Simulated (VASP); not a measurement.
Write the native input for VASP 6.6.1 that does the following.

* Task: single point
* Functional: PBE
* Potentials or basis: VASP PAW PBE potentials, release 64 (Ta_pv, Te)
* Cutoff: 520 eV
* k mesh: 10 × 10 × 10
* Occupations: gaussian, width 0.05 eV
* Spin: non-collinear spin, typed start, spin-orbit coupling
* Starting moments: [[0.0, 0.0, 2.0], [0.0, 0.0, 0.0]] μB
* Dipole correction: no
* Further INCAR settings: ALGO = Normal; EDIFF = 1e-06; NBANDS = 29

The structure of TaTe lies in POSCAR:

```
TaTe
1.0
    0.0000000000      2.8479472292      2.8479472292
    2.8479472292      0.0000000000      2.8479472292
    2.8479472292      2.8479472292      0.0000000000
Ta Te
1 1
Direct
    0.5000000000      0.5000000000      0.5000000000
    0.0000000000      0.0000000000      0.0000000000
```

These files were run (other wordings do the same):

INCAR

```
SYSTEM = TaTe
PREC = Accurate
ENCUT = 520
EDIFF = 1E-6
ISMEAR = 0
SIGMA = 0.05
LREAL = .FALSE.
LASPH = .TRUE.
NELM = 150
ALGO = Normal
ISIF = 2
LWAVE = .FALSE.
LCHARG = .FALSE.
MAGMOM = 0 0 2 0 0 0
LORBIT = 11
LSORBIT = .TRUE.
GGA_COMPAT = .FALSE.
LORBMOM = .TRUE.
LMAXMIX = 4
GGA = PE
NBANDS = 29
```

KPOINTS

```
Automatic mesh
0
G
  10 10 10
  0 0 0
```

Potentials or basis: VASP PAW PBE potentials, release 64 (Ta_pv, Te).

Run with:

```console
$ cat potpaw_PBE.64/Ta_pv/POTCAR potpaw_PBE.64/Te/POTCAR > POTCAR
$ mpirun -np 1 vasp_ncl > vasp.out
```

Results of the run:

```json
{
 "Pressure": "0.5 GPa",
 "Net moment": "0.23 μB per cell",
 "Valence electrons inside the program's atomic spheres": "Ta 8.77; Te 3.50"
}
```

Caveat: a moment this small can come from the mesh or the smearing.

Wall time 4.3 min on 1 thread of Intel(R) Xeon(R) 6975P-C (Granite Rapids) (shared host), peak memory 0.47 GiB.
